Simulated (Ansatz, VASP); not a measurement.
**Cl in VASP and in Ansatz**

Contents of INCAR:

```
SYSTEM = Cl
ALGO = Normal
EDIFF = 1E-6
ENCUT = 520
ISIF = 2
ISMEAR = -1
LASPH = .TRUE.
LCHARG = .FALSE.
LREAL = .FALSE.
LWAVE = .FALSE.
NBANDS = 14
NELM = 60
PREC = Accurate
SIGMA = 0.08
```

KPOINTS

```
k-points
0
G
  11 11 11
  0 0 0
```

POSCAR

```
Cl
1.0
    0.0000000000      2.2793324646      2.2793324646
    2.2793324646      0.0000000000      2.2793324646
    2.2793324646      2.2793324646      0.0000000000
Cl
2
Direct
   -0.1250000000     -0.1250000000     -0.1250000000
    0.1250000000      0.1250000000      0.1250000000
```

Input for Ansatz:

```yaml
crystal:
  lattice:
    - [0.0, 2.2793324646, 2.2793324646]
    - [2.2793324646, 0.0, 2.2793324646]
    - [2.2793324646, 2.2793324646, 0.0]
  atoms:
    - { symbol: Cl, position: [-0.125, -0.125, -0.125] }
    - { symbol: Cl, position: [0.125, 0.125, 0.125] }
kpoints:
  mp_grid: { grid: [11, 11, 11] }
scf:
  occupations: { method: fermi_dirac, width: 0.08 }
hamiltonian:
  xc: lda
  pseudopotentials: { kind: all_electron, datasets: crystal }
output:
  forces: true
  stress: true
  eigenvalues: true
```

Change from the starting cell: volume scaled by 0.4, crystal datasets.

Alike in both runs: task single point; functional LDA; k mesh 11 × 11 × 11; occupations fermi-dirac, width 0.08 eV; no spin polarisation.

```csv
,VASP,Ansatz
version,VASP 6.6.1,Ansatz 0.2.0
potentials or method,"VASP PAW LDA potentials, release 64 (Cl), cutoff 520 eV","all-electron PAW with datasets made for the crystal, scalar-relativistic"
```

|  | VASP | Ansatz | Ansatz less VASP |
| --- | --- | --- | --- |
| pressure (GPa) | 130.3 | 129.7 | -0.61 |

LDA's correlation is that of Perdew and Zunger in VASP and of Perdew and Wang (1992) in Ansatz. Both programs put the cell under a high pressure, so it lies far from rest at this level. Ansatz ran all-electron here, and VASP with PAW potentials.

Noted on VASP's run: the cell as given lies far from equilibrium.
